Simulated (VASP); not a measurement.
# ZrSi7 (P-6m2) in VASP: notebook

The runs below take ZrSi7 through relaxation of cell and atoms, single point, with PBE.

Program: VASP 6.6.1. These are calculated values, not measurements. Logs are shortened: lines on timing, memory, paths and dates and some standing lists are left out, and cuts for length are marked.

**1. The cell of the first run**

The structure is hexagonal, space group P-6m2 (No. 187). The conventional cell has a = 6.013 Å, b = 6.013 Å, c = 4.793 Å, α = 90.00°, β = 90.00°, γ = 120.00°. Zr (site symmetry -6m2) has 12 Si at 2.98 to 3.01 Å within 3.9 Å. Si (site symmetry mm2) has 10 Si at 2.95 to 3.01 Å and 2 Zr at 3.01 Å within 3.9 Å. Within 3.9 Å of Si (site symmetry mm2) lie 10 Si at 2.95 to 3.06 Å and 2 Zr at 2.98 Å. Si (site symmetry -6m2) has 12 Si at 2.96 to 3.01 Å within 3.9 Å.

**2. Relaxation of cell and atoms, PBE**

File INCAR:

```
  PREC = Accurate
  ENCUT = 600
  EDIFF = 1E-6
  ISMEAR = 0
  SIGMA = 0.2
  LREAL = F
  LASPH = T
  NELM = 100
  ALGO = Normal
  ISIF = 3
  LWAVE = F
  LCHARG = F
  GGA = PE
  IBRION = 2
  NSW = 36
  EDIFFG = -0.08
```

File KPOINTS:

```
regular mesh
0
Gamma
  3 3 4
```

File POSCAR:

```
ZrSi7
1.0
    6.0131679600      0.0000000000      0.0000000000
   -3.0065839800      5.2075562100      0.0000000000
    0.0000000000      0.0000000000      4.7929128900
Zr Si
1 7
Direct
    0.0000000000      0.0000000000      0.0000000000
    0.4996277400      0.9992554800      0.0000000000
    0.4996277400      0.5003722600      0.0000000000
    0.0007445200      0.5003722600      0.0000000000
    0.3392522600      0.1696261300      0.5000000000
    0.8303738700      0.1696261300      0.5000000000
    0.8303738700      0.6607477400      0.5000000000
    0.3333333300      0.6666666700      0.5000000000
```

Potentials or basis: VASP PAW PBE potentials, release 64 (Zr_sv, Si).

Run with:

```console
cat potpaw_PBE.64/Zr_sv/POTCAR potpaw_PBE.64/Si/POTCAR > POTCAR
mpirun -np 1 vasp_std > vasp.out
```

OUTCAR:

```text
PREC = Accurate
   ENCUT = 600
   EDIFF = 1E-6
   ISMEAR = 0
   LREAL = F
   LASPH = T
   NELM = 100
   ISIF = 3
   GGA = PE
   IBRION = 2
   NSW = 36
   EDIFFG = -0.08

 ion  position               nearest neighbor table
   1  0.000  0.000  0.000-   7 2.98   7 2.98   6 2.98   6 2.98   5 2.98   5 2.98   3 3.01   4 3.01
                             4 3.01   3 3.01   2 3.01   2 3.01
   2  0.500  0.999  0.000-   5 2.95   5 2.95   6 2.95   6 2.95   8 2.96   8 2.96   3 3.00   4 3.00
                             1 3.01   1 3.01   3 3.01   4 3.01
   3  0.500  0.500  0.000-   5 2.95   5 2.95   7 2.95   7 2.95   8 2.96   8 2.96   2 3.00   4 3.00
                             1 3.01   1 3.01   2 3.01   4 3.01
   4  0.001  0.500  0.000-   6 2.95   6 2.95   7 2.95   7 2.95   8 2.96   8 2.96   2 3.00   3 3.00
                             1 3.01   1 3.01   2 3.01   3 3.01
   5  0.339  0.170  0.500-   3 2.95   3 2.95   2 2.95   2 2.95   7 2.95   6 2.95   1 2.98   1 2.98
                             8 3.01   8 3.01   7 3.06   6 3.06
   6  0.830  0.170  0.500-   4 2.95   4 2.95   2 2.95   2 2.95   7 2.95   5 2.95   1 2.98   1 2.98
                             8 3.01   8 3.01   7 3.06   5 3.06
   7  0.830  0.661  0.500-   4 2.95   4 2.95   3 2.95   3 2.95   5 2.95   6 2.95   1 2.98   1 2.98
                             8 3.01   8 3.01   6 3.06   5 3.06
   8  0.333  0.667  0.500-   2 2.96   2 2.96   4 2.96   4 2.96   3 2.96   3 2.96   5 3.01   7 3.01
                             6 3.01   6 3.01   5 3.01   7 3.01

  LATTYP: Found a hexagonal cell.
 ALAT       =     6.0131679600
 C/A-ratio  =     0.7970695184

  Lattice vectors:

 A1 = (   6.0131679600,   0.0000000000,   0.0000000000)
 A2 = (  -3.0065839800,   5.2075562100,   0.0000000000)
 A3 = (   0.0000000000,   0.0000000000,   4.7929128900)

Analysis of symmetry for initial positions (statically):
=====================================================================
 Subroutine PRICEL returns:
 Original cell was already a primitive cell.

 Routine SETGRP: Setting up the symmetry group for a
 hexagonal supercell.

 Subroutine GETGRP returns: Found 12 space group operations
 (whereof 12 operations were pure point group operations)
 out of a pool of 24 trial point group operations.

The static configuration has the point symmetry D_3h.

Analysis of symmetry for dynamics (positions and initial velocities):
=====================================================================
 Subroutine PRICEL returns:
 Original cell was already a primitive cell.

 Routine SETGRP: Setting up the symmetry group for a
 hexagonal supercell.

 Subroutine GETGRP returns: Found 12 space group operations
 (whereof 12 operations were pure point group operations)
 out of a pool of 24 trial point group operations.

The dynamic configuration has the point symmetry D_3h.

 Subroutine INISYM returns: Found 12 space group operations
 (whereof 12 operations are pure point group operations),
 and found     1 'primitive' translations

----------------------------------------------------------------------------------------

                                     Primitive cell

  volume of cell :     150.0848

  direct lattice vectors                    reciprocal lattice vectors
     6.013167960  0.000000000  0.000000000     0.166301691  0.096014326  0.000000000
    -3.006583980  5.207556210  0.000000000     0.000000000  0.192028652  0.000000000
     0.000000000  0.000000000  4.792912890     0.000000000  0.000000000  0.208641388

  length of vectors
     6.013167960  6.013167959  4.792912890     0.192028652  0.192028652  0.208641388

  position of ions in fractional coordinates (direct lattice)
     0.000000000  0.000000000  0.000000000
     0.499627740  0.999255480  0.000000000
     0.499627740  0.500372260  0.000000000
     0.000744520  0.500372260  0.000000000
     0.339252260  0.169626130  0.500000000
     0.830373870  0.169626130  0.500000000
     0.830373870  0.660747740  0.500000000
     0.333333330  0.666666670  0.500000000

  ion indices of the primitive-cell ions
   primitive index   ion index
                 1           1
                 2           2
                 3           3
                 4           4
                 5           5
                 6           6
                 7           7
                 8           8

----------------------------------------------------------------------------------------

 KPOINTS: regular mesh

Automatic generation of k-mesh.
 Grid dimensions read from file:
 generate k-points for:    3    3    4

 Generating k-lattice:

  Cartesian coordinates                     Fractional coordinates (reciprocal lattice)
     0.055433897  0.032004775  0.000000000     0.333333333 -0.000000000  0.000000000
     0.000000000  0.064009551  0.000000000     0.000000000  0.333333333  0.000000000
     0.000000000  0.000000000  0.052160347     0.000000000  0.000000000  0.250000000

  Length of vectors
[... 33 lines left out ...]
   ISPIN  =      1    spin polarized calculation?
   LNONCOLLINEAR =      F non collinear calculations
   LSORBIT =      F    spin-orbit coupling
   LASPH  =      T    aspherical Exc in radial PAW
   ENCUT  =  600.0 eV  44.10 Ry    6.64 a.u.  12.01 12.01  9.57*2*pi/ulx,y,z
   NELM   =    100;   NELMIN=  2; NELMDL= -5     # of ELM steps
   EDIFF  = 0.1E-05   stopping-criterion for ELM
   LREAL  =      F    real-space projection
   EDIFFG = -.8E-01   stopping-criterion for IOM
   NSW    =     36    number of steps for IOM
   IBRION =      2    ionic relax: 0-MD 1-quasi-New 2-CG
   NFREE  =      1    steps in history (QN), initial steepest desc. (CG)
   ISIF   =      3    stress and relaxation
   ISYM   =      2    0-nonsym 1-usesym 2-fastsym
   POTIM  = 0.5000    time-step for ionic-motion
   TEBEG  =    0.0;   TEEND  =   0.0 temperature during run
   PSTRESS=    0.0 pullay stress
   NELECT =      40.0000    total number of electrons
   NUPDOWN=      -1.0000    fix difference up-down
   EMIN   =  10.00;   EMAX   =-10.00  energy-range for DOS
   EFERMI =   0.00;   METHOD = LEGACY
   ISMEAR =     0;   SIGMA  =   0.20  broadening in eV -4-tet -1-fermi 0-gaus
   EFERMI_NEDOS =   21; number of points for ismear=-14 and -15
   IALGO  =     38    algorithm
   IMIX   =      4    mixing-type and parameters
     AMIX     =   0.40;   BMIX     =  1.00
     AMIX_MAG =   1.60;   BMIX_MAG =  1.00
  volume/ion in A,a.u.               =      18.76       126.60
  Fermi-wavevector in a.u.,A,eV,Ry     =   1.053536  1.990894 15.101613  1.109937
  Thomas-Fermi vector in A             =   2.188661
   LORBIT       =      0    0 simple, 1 ext, 2 COOP (PROOUT), +10 PAW based schemes
   GGA     = PE    functional components
   LHFCALC =     F    Hartree Fock is set to
   AEXX    =    0.0000 exact exchange contribution
   IVDW    =     0    specifies the selected vdW correction
   LEPSILON=     F    determine dielectric tensor
   LRPA    =     F    only Hartree local field effects (RPA)
 conjugate gradient relaxation of ions
 non-spin polarized calculation
 Gauss-broadening in eV      SIGMA  =   0.20
  energy-cutoff  :      600.00
  volume of cell :      150.08
 maximum number of plane-waves:      5029
   NGX = 25   NGY = 25   NGZ = 19

--------------------------------------- Ionic step        1  -------------------------------------------

 number of electron      39.9999999 magnetization

 Free energy of the ion-electron system (eV)
  ---------------------------------------------------
  ext. energy  EPLUGINS =         0.00000000
  ---------------------------------------------------
  free energy    TOTEN  =       -43.30388867 eV

  energy without entropy =      -43.20018310  energy(sigma->0) =      -43.25203589

------------------------ aborting loop because EDIFF is reached ----------------------------------------

  FORCE on cell =-STRESS in cart. coord.  units (eV):
  Direction    XX          YY          ZZ          XY          YZ          ZX
  --------------------------------------------------------------------------------------
  -------------------------------------------------------------------------------------
  Total      -13.3721951    -13.3721951     -8.1479036      0.0000000     -0.0000000      0.0000000
  in kB     -142.7501092   -142.7501092    -86.9800445      0.0000000     -0.0000000      0.0000000
  external PRESSURE =    -124.1600876 kB  Pullay stress =       0.0000000 kB
[... 107 lines left out ...]
  FREE ENERGIE OF THE ION-ELECTRON SYSTEM (eV)
  ---------------------------------------------------
  free  energy   TOTEN  =       -44.6304819030 eV

  energy  without entropy=      -44.4964893756  energy(sigma->0) =      -44.56348564

 E-fermi :  10.2986     XC(G=0): -11.2262

 val. band max:       10.2651202321   @ k =   0.3333  -0.0000   0.5000
 cond. band min:      10.3689892211   @ k =   0.3333   0.3333   0.5000
 fundamental gap:      0.1038689890
 Fermi energy:        10.2986370196

 k-point     1 :       0.0000    0.0000    0.0000
  band No.  band energies     occupation
      1     -38.5435      2.00000
      2     -16.7532      2.00000
      3     -16.7532      2.00000
      4     -16.6376      2.00000
      5      -3.5340      2.00000
      6       1.3024      2.00000
[... 241 lines left out ...]
     24      11.9239      0.00000
     25      12.1673      0.00000

[... ionic steps 4 to 21 ...]

--------------------------------------- Ionic step       22  -------------------------------------------

 number of electron      39.9999999 magnetization

------------------------ aborting loop because EDIFF is reached ----------------------------------------
[... 79 lines left out ...]
--------------------------------------- Ionic step       24  -------------------------------------------

 number of electron      39.9999998 magnetization

 Free energy of the ion-electron system (eV)
  ---------------------------------------------------
  ext. energy  EPLUGINS =         0.00000000
  ---------------------------------------------------
  free energy    TOTEN  =       -45.05492424 eV

  energy without entropy =      -45.00702550  energy(sigma->0) =      -45.03097487

 E-fermi :   9.7744     XC(G=0): -11.0712

 val. band max:        9.6396791527   @ k =   0.3333  -0.0000   0.2500
 cond. band min:       9.8211192611   @ k =   0.0000   0.0000   0.2500
 fundamental gap:      0.1814401084
 Fermi energy:         9.7744329971

 k-point     1 :       0.0000    0.0000    0.0000
  band No.  band energies     occupation
      1     -38.9756      2.00000
      2     -17.2131      2.00000
      3     -17.2131      2.00000
      4     -17.0634      2.00000
      5      -3.6657      2.00000
      6       0.0327      2.00000
[... 276 lines left out ...]
  FREE ENERGIE OF THE ION-ELECTRON SYSTEM (eV)
  ---------------------------------------------------
  free  energy   TOTEN  =       -45.0549242421 eV

  energy  without entropy=      -45.0070254957  energy(sigma->0) =      -45.03097487

 reached required accuracy - stopping structural energy minimisation
```

It took 18 min on 1 thread of AMD EPYC 7R43 (Zen 3), shared host; peak memory 0.27 GiB.

What came out:

```yaml
Free_energy: -45.0549 eV
Relaxed_volume: 15.86 Å³/atom
Relaxed_cell: a = 5.304 Å, b = 5.304 Å, c = 5.207 Å, α = 90.00°, β = 90.00°, γ = 120.00°
Space_group_after_relaxing_to_0.05_Å: P-6m2 (No. 187)
Energy_gained_by_relaxing: 218.9 meV/atom
Ionic_steps: 24
Pressure_after_relaxing: 0.0 GPa
Largest_force_after_relaxing: 0.019 eV/Å
Band_gap_on_the_k_mesh: zero (band 20 reaches 10.51 eV, above the bottom of band 21 at 9.09 eV)
```

Forces in eV/Å, atoms in the order of the input:
```
Zr   0.000  0.000  0.000
Si   0.000  0.016  0.000
Si   0.014 -0.008  0.000
Si  -0.014 -0.008  0.000
Si  -0.017 -0.010  0.000
Si   0.017 -0.010  0.000
Si   0.000  0.019  0.000
Si   0.000  0.000  0.000
```

Stress tensor (GPa, compression positive):
```
 0.05  0.00  0.00
 0.00  0.05  0.00
 0.00  0.00 -0.05
```

The path:
```tsv
step	energy change (eV)	largest force (eV/Å)	pressure (GPa)	volume (Å³)
1	0.0000	0.5649	-12.42	150.08
2	-1.3123	0.5795	2.94	120.62
3	-1.3266	0.5940	0.99	122.90
4	-1.4513	0.5809	1.12	122.89
5	-1.5080	0.3734	1.90	122.79
6	-1.5523	0.2599	-0.92	126.80
7	-1.5524	0.2561	-1.00	126.95
8	-1.5723	0.1432	-0.12	126.24
9	-1.5744	0.1926	0.30	125.93
10	-1.5967	0.2015	0.35	126.17
11	-1.6377	0.3801	0.76	126.62
12	-1.6338	0.5155	1.09	126.77
13	-1.6386	0.4178	0.85	126.67
14	-1.6499	0.4470	0.58	127.17
15	-1.6555	0.5136	0.27	127.91
16	-1.6729	0.4455	-0.18	128.23
17	-1.7076	0.2721	-1.35	129.20
18	-1.7073	0.1749	-3.02	131.16
19	-1.7186	0.1262	-2.30	130.18
20	-1.7357	0.0953	-1.59	129.18
21	-1.7461	0.1257	-0.50	127.77
22	-1.7461	0.1300	-0.41	127.67
23	-1.7487	0.0933	-0.27	127.39
24	-1.7510	0.0194	0.02	126.87
```

Final structure:
```cif
data_structure
_symmetry_space_group_name_H-M 'P 1'
_symmetry_Int_Tables_number 1
_cell_length_a 5.3040
_cell_length_b 5.3040
_cell_length_c 5.2074
_cell_angle_alpha 90.000
_cell_angle_beta 90.000
_cell_angle_gamma 120.000
_cell_volume 126.87
loop_
_atom_site_label
_atom_site_type_symbol
_atom_site_fract_x
_atom_site_fract_y
_atom_site_fract_z
_atom_site_occupancy
Zr1 Zr 0.00000 0.00000 0.00000 1
Si1 Si 0.49660 0.99320 0.00000 1
Si2 Si 0.49660 0.50340 0.00000 1
Si3 Si 0.00680 0.50340 0.00000 1
Si4 Si 0.32637 0.16318 0.50000 1
Si5 Si 0.83682 0.16318 0.50000 1
Si6 Si 0.83682 0.67363 0.50000 1
Si7 Si 0.33333 0.66667 0.50000 1
```

Caveat: the k points lie up to 0.46 Å⁻¹ apart in the final cell; the volume moved by over 15 % at a fixed basis, so the end points are rough; the relaxation stopped at a loose force limit of 0.08 eV/Å, so its end isn't a converged minimum.

**3. Single point, PBE**

This run uses another cell than the first one, of 15.88 Å³/atom, 0.846 times its volume.

File INCAR:

```
ALGO     = Normal         # electronic algorithm
EDIFF    = 1E-7           # SCF threshold, eV
ENCUT    = 520            # plane-wave cutoff, eV
GGA      = PE             # functional
ISIF     = 2              # what is computed and relaxed
ISMEAR   = 0              # smearing method
LASPH    = True           # aspherical terms in the spheres
LCHARG   = False          # write CHGCAR
LREAL    = False          # projectors in reciprocal space
LWAVE    = False          # write WAVECAR
NBANDS   = 30             # bands
NELM     = 100            # most SCF steps
PREC     = Accurate       # precision mode
SIGMA    = 0.2            # smearing width, eV
```

File KPOINTS:

```
k-points
0
Gamma
  3 3 4
```

File POSCAR:

```
ZrSi7
1.0
    5.3069181971      0.0000000000      0.0000000000
   -2.6534590986      4.5959259745      0.0000000000
    0.0000000000      0.0000000000      5.2078930173
Zr Si
1 7
Direct
    0.0000000000      0.0000000000      0.0000000000
    0.4964971416      0.9929942832      0.0000000000
    0.4964971416      0.5035028584      0.0000000000
    0.0070057168      0.5035028584      0.0000000000
    0.3250487661      0.1625243831      0.5000000000
    0.8374756169      0.1625243831      0.5000000000
    0.8374756169      0.6749512339      0.5000000000
    0.3333333333      0.6666666667      0.5000000000
```

Potentials or basis: VASP PAW PBE potentials, release 64 (Zr_sv, Si).

Run with:

```console
cat potpaw_PBE.64/Zr_sv/POTCAR potpaw_PBE.64/Si/POTCAR > POTCAR
mpirun -np 1 vasp_std > vasp.out
```

Wall time 18 s (1 thread of Intel Xeon 6975P-C (Granite Rapids), shared host); peak memory 0.25 GiB.

The run converged. Its results:

```yaml
Free_energy: -45.0536 eV
Pressure: -0.1 GPa
Largest_force: 0.047 eV/Å
Band_gap_on_the_k_mesh: zero (band 20 reaches 10.49 eV, above the bottom of band 21 at 9.08 eV)
```

Forces in eV/Å, atoms in the order of the input:
```
Zr   0.000  0.000  0.000
Si   0.000  0.023  0.000
Si   0.020 -0.011  0.000
Si  -0.020 -0.011  0.000
Si   0.040  0.023  0.000
Si  -0.040  0.023  0.000
Si   0.000 -0.047  0.000
Si   0.000  0.000  0.000
```

Stress tensor (GPa, compression positive):
```
-0.12  0.00  0.00
 0.00 -0.12  0.00
 0.00  0.00  0.00
```

Levels at points of the mesh, in eV from the Fermi level:
```tsv
k point	band 15	band 16	band 17	band 18	band 19	band 20	band 21	band 22	band 23	band 24
(0.00, 0.00, 0.00)	-3.61	-3.21	-2.07	-2.07	-1.66	-1.66	-0.68	-0.68	-0.38	1.69
(0.00, 0.00, 0.50)	-5.42	-3.53	-3.53	-3.23	-1.08	0.73	1.51	1.51	2.33	2.56
```

Caveat: the k points lie up to 0.46 Å⁻¹ apart.

**4. Single point, PBE**

This run uses another cell than the first one, of 15.66 Å³/atom, 0.835 times its volume.

File INCAR:

```
SYSTEM = ZrSi7
ALGO     = Normal         ! electronic algorithm
EDIFF    = 1E-6           ! SCF threshold, eV
ENCUT    = 520            ! plane-wave cutoff, eV
GGA      = PE             ! functional
ISIF     = 2              ! what is computed and relaxed
ISMEAR   = 0              ! smearing method
LASPH    = .TRUE.         ! aspherical terms in the spheres
LCHARG   = .FALSE.        ! write CHGCAR
LREAL    = .FALSE.        ! projectors in reciprocal space
LWAVE    = .FALSE.        ! write WAVECAR
NBANDS   = 30             ! bands
NELM     = 60             ! most SCF steps
PREC     = Accurate       ! precision mode
SIGMA    = 0.1            ! smearing width, eV
```

File KPOINTS:

```
k-points
0
G
  6 6 6
  0 0 0
```

File POSCAR:

```
ZrSi7
1.0
    5.4001170501      0.0000000000      0.0000000000
   -2.7000585251      4.6766385488      0.0000000000
    0.0000000000      0.0000000000      4.9594282023
Zr Si
1 7
Direct
    0.0000000000      0.0000000000      0.0000000000
    0.4873822006      0.9747644013      0.0000000000
    0.4873822006      0.5126177994      0.0000000000
    0.0252355987      0.5126177994      0.0000000000
    0.3381353057      0.1690676529      0.5000000000
    0.8309323471      0.1690676529      0.5000000000
    0.8309323471      0.6618646943      0.5000000000
    0.3333333333      0.6666666667      0.5000000000
```

Run with:

```console
cat potpaw_PBE.64/Zr_sv/POTCAR potpaw_PBE.64/Si/POTCAR > POTCAR
mpirun -np 1 vasp_std > vasp.out
```

Wall time 44 s (1 thread of Intel Xeon 6975P-C (Granite Rapids), shared host); peak memory 0.27 GiB.

The run converged. Its results:

```
Free energy            : -44.9220 eV
Pressure               : 0.0 GPa
Largest force          : 0.007 eV/Å
Band gap on the k mesh : zero (band 20 reaches 11.13 eV, above the bottom of band 21 at 8.75 eV)
```

Forces on the atoms (eV/Å):
```
Zr   0.000  0.000  0.000
Si   0.000 -0.004  0.000
Si  -0.004  0.002  0.000
Si   0.004  0.002  0.000
Si   0.006  0.003  0.000
Si  -0.006  0.003  0.000
Si   0.000 -0.007  0.000
Si   0.000  0.000  0.000
```

Levels at points of the mesh, in eV from the Fermi level:
```
           k point  band 17  band 18  band 19  band 20  band 21  band 22  band 23  band 24
(0.00, 0.00, 0.00)    -2.11    -2.11    -1.18    -1.18    -0.89    -0.89    -0.73     1.71
(0.50, 0.00, 0.00)    -1.92    -1.74    -1.20    -1.06     0.43     0.73     0.98     1.68
(0.00, 0.00, 0.50)    -3.67    -2.39    -0.20     0.85     1.98     1.98     2.49     2.49
(0.50, 0.00, 0.50)    -1.19    -1.00    -0.74    -0.10     0.18     0.39     0.91     1.29
```

**5. The runs side by side**

| task | cell | k mesh | cutoff (eV) | smearing | gap on the mesh (eV) | pressure (GPa) | largest force (eV/Å) |
| --- | --- | --- | --- | --- | --- | --- | --- |
| relaxation of cell and atoms | relaxed from a = 6.013, b = 6.013, c = 4.793 Å, angles 90.0, 90.0, 120.0°, 8 atoms | 3 × 3 × 4 | 600 | gaussian 0.2 eV | none | 0.0 | 0.02 |
| single point | a = 5.307, b = 5.307, c = 5.208 Å, angles 90.0, 90.0, 120.0°, 8 atoms | 3 × 3 × 4 | 520 | gaussian 0.2 eV | none | -0.1 | 0.05 |
| single point | a = 5.400, b = 5.400, c = 4.959 Å, angles 90.0, 90.0, 120.0°, 8 atoms | 6 × 6 × 6 | 520 | gaussian 0.1 eV | none | 0.0 | 0.01 |

Alike in all rows: level PBE; potentials or basis VASP PAW PBE potentials, release 64 (Zr_sv, Si); no spin polarisation.

Caveats: some runs use coarse meshes; the volume moved by over 15 % at a fixed basis, so the end points are rough (some runs); the relaxation stopped at a loose force limit of 0.08 eV/Å, so its end isn't a converged minimum (some runs).

Absolute energies hang on the potentials; compare differences alone.
